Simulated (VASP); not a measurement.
Runs of VASP 6.6.1 on Co. The structure is that of space group P6_3/mmc (No. 194), or close to it. The cells are those of the table. 

| task | level | potentials or basis | cell | k mesh | cutoff (eV) | smearing | gap on the mesh (eV) | pressure (GPa) | moment (μB) |
| --- | --- | --- | --- | --- | --- | --- | --- | --- | --- |
| single point | r2SCAN | VASP PAW PBE potentials, release 64 (Co) | a = 2.437, b = 2.437, c = 7.979 Å, angles 90.0, 90.0, 120.0°, 4 atoms | 12 × 12 × 4 | 520 | fermi-dirac 0.05 eV | none | 10.0 | (b) |
| single point | PBE+D3(BJ) | VASP PAW PBE potentials, release 64 (Co_sv) | a = 2.519, b = 2.519, c = 8.247 Å, angles 90.0, 90.0, 120.0°, 4 atoms | 12 × 12 × 4 | 690 | fermi-dirac 0.05 eV | none | -14.2 | 6.79 |
| single point | PBE | VASP PAW PBE potentials, release 64 (Co) | a = 2.471, b = 2.471, c = 8.088 Å, angles 90.0, 90.0, 120.0°, 4 atoms | 12 × 12 × 4 | 520 | gaussian 0.012 eV | none | 3.8 | 6.58 |
| single point | LDA | VASP PAW LDA potentials, release 64 (Co) | a = 2.503, b = 2.503, c = 8.195 Å, angles 90.0, 90.0, 120.0°, 4 atoms | 12 × 12 × 4 | 520 | fermi-dirac 0.05 eV | none | -22.2 | 6.39 |
| single point | BLYP+D3(BJ) | VASP PAW PBE potentials, release 64 (Co_sv) | a = 2.420, b = 2.420, c = 7.923 Å, angles 90.0, 90.0, 120.0°, 4 atoms | 12 × 12 × 4 | 690 | fermi-dirac 0.05 eV | none | 12.6 | 6.10 |
| single point | r2SCAN | VASP PAW PBE potentials, release 64 (Co) | a = 2.471, b = 2.471, c = 8.088 Å, angles 90.0, 90.0, 120.0°, 4 atoms | 12 × 12 × 4 | 520 | fermi-dirac 0.05 eV | none | -0.3 | 7.06 |
| single point | LDA | VASP PAW LDA potentials, release 64 (Co) | a = 2.420, b = 2.420, c = 7.923 Å, angles 90.0, 90.0, 120.0°, 4 atoms | 12 × 12 × 4 | 520 | fermi-dirac 0.05 eV | none | -1.9 | 5.95 |
| single point | LDA | VASP PAW LDA potentials, release 64 (Co) | a = 2.519, b = 2.519, c = 8.247 Å, angles 90.0, 90.0, 120.0°, 4 atoms | 12 × 12 × 4 | 520 | fermi-dirac 0.05 eV | none | -24.9 | 6.49 |
| single point | PBE+D3(BJ) | VASP PAW PBE potentials, release 64 (Co) | a = 2.471, b = 2.471, c = 8.088 Å, angles 90.0, 90.0, 120.0°, 4 atoms | 12 × 12 × 4 | 520 | fermi-dirac 0.05 eV | none | -2.8 | 6.57 |
| relaxation of cell and atoms | BLYP+D4 | VASP PAW PBE potentials, release 64 (Co) | relaxed from a = 2.471, b = 2.471, c = 8.088 Å, angles 90.0, 90.0, 120.0°, 4 atoms | 12 × 12 × 4 | 600 | fermi-dirac 0.05 eV | none | 0.0 | 6.42 |
| single point | PBE | VASP PAW PBE potentials, release 64 (Co) | a = 2.471, b = 2.471, c = 8.088 Å, angles 90.0, 90.0, 120.0°, 4 atoms | 5 × 5 × 2 | 520 | fermi-dirac 0.05 eV | none | 5.6 | (a) |

Alike in all rows: spin collinear, ferromagnetic start.

Problem. Estimate the missing entries.

Solution. (a) 6.95; (b) 7.02.

Caveats: some runs use coarse meshes; the PAW data sets were made with another functional, which shifts forces and pressure a little (at least some runs); the cell stands under pressure (at least some runs); the cell stands under tension (at least some runs); the dispersion term is far too large for a dense solid, which distorts pressure and volume (at least some runs).

A gap of «none» marks levels without a gap at the run's occupations.

The runs don't all hold the same shells in valence.
